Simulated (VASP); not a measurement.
Wanted: the native input for a VASP 6.6.1 run.

| Property | Result |
| --- | --- |
| Task | single point |
| Functional | PBE |
| Potentials or basis | VASP PAW PBE potentials, release 64 (Ga_d, N) |
| Cutoff | 520 eV |
| k mesh | 6 × 6 × 3 |
| Occupations | gaussian, width 0.01 eV |
| Spin | no spin polarisation |
| Dipole correction | no |
| Further INCAR settings | ALGO = Normal; EDIFF = 1e-07; NBANDS = 26 |

The structure of GaN lies in POSCAR:

```
GaN
1.0
    3.1800000000      0.0000000000      0.0000000000
   -1.5900000000      2.7539607800      0.0000000000
    0.0000000000      0.0000000000      5.1660000000
Ga N
2 2
Direct
    0.3333333333      0.6666666667      0.0000000000
    0.6666666667      0.3333333333      0.5000000000
    0.3333333333      0.6666666667      0.3750000000
    0.6666666667      0.3333333333      0.8750000000
```

These files were run (other wordings do the same):

INCAR

```
SYSTEM = GaN
ALGO = Normal
EDIFF = 1E-7
ENCUT = 520
GGA = PE
ISIF = 2
ISMEAR = 0
LASPH = .TRUE.
LCHARG = .FALSE.
LREAL = .FALSE.
LWAVE = .FALSE.
NBANDS = 26
NELM = 80
PREC = Accurate
SIGMA = 0.01
```

KPOINTS

```
k-points
0
G
  6 6 3
  0 0 0
```

Potentials or basis: VASP PAW PBE potentials, release 64 (Ga_d, N).

The run is started by

```sh
$ cat potpaw_PBE.64/Ga_d/POTCAR potpaw_PBE.64/N/POTCAR > POTCAR
$ mpirun -np 1 vasp_std > vasp.out
```

It gave:

The pressure is 7.3 GPa and the largest force is 0.134 eV/Å. The band gap on the k mesh is 1.97 eV, direct.

Wall time 9.2 s on 1 thread of Intel Xeon 6975P-C, with other jobs on the host, peak memory 0.16 GiB.
